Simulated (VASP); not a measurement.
Set up this calculation in VASP 6.6.1, as the native input.

- Task: single point
- Functional: PBEsol
- Potentials or basis: VASP PAW PBE potentials, release 64 (Ca_sv, O)
- Cutoff: 600 eV
- k mesh: 8 × 8 × 8
- Occupations: gaussian, width 0.02 eV
- Spin: no spin polarisation
- Dipole correction: no
- Further INCAR settings: ALGO = Normal; EDIFF = 1e-06; NBANDS = 15

The structure of CaO (sol) lies in POSCAR:

```
CaO
1.0
    0.0000000000      2.3833587426      2.3833587426
    2.3833587426      0.0000000000      2.3833587426
    2.3833587426      2.3833587426      0.0000000000
Ca O
1 1
Direct
    0.0000000000      0.0000000000      0.0000000000
    0.5000000000      0.5000000000      0.5000000000
```

These files were run (other wordings do the same):

INCAR

```
SYSTEM = CaO
PREC = Accurate
ENCUT = 600
EDIFF = 1E-6
ISMEAR = 0
SIGMA = 0.02
LREAL = .FALSE.
LASPH = .TRUE.
NELM = 120
ALGO = Normal
ISIF = 2
LWAVE = .FALSE.
LCHARG = .FALSE.
GGA = PS
NBANDS = 15
GGA_COMPAT = .FALSE.
```

KPOINTS

```
regular mesh
0
G
  8 8 8
  0 0 0
```

Potentials or basis: VASP PAW PBE potentials, release 64 (Ca_sv, O).

Run with:

```bash
$ cat potpaw_PBE.64/Ca_sv/POTCAR potpaw_PBE.64/O/POTCAR > POTCAR
$ mpirun -np 1 vasp_std > vasp.out
```

Results of the run:

```yaml
Pressure: 0.6 GPa
Band_gap_on_the_k_mesh: 3.52 eV, indirect (least direct gap 3.89 eV)
```

Caveat: the PAW data sets were made with another functional, which shifts forces and pressure a little.

Wall time 12 s on 1 thread of Intel(R) Xeon(R) Platinum 8375C CPU @ 2.90GHz (Ice Lake), on a shared host, peak memory 0.16 GiB.
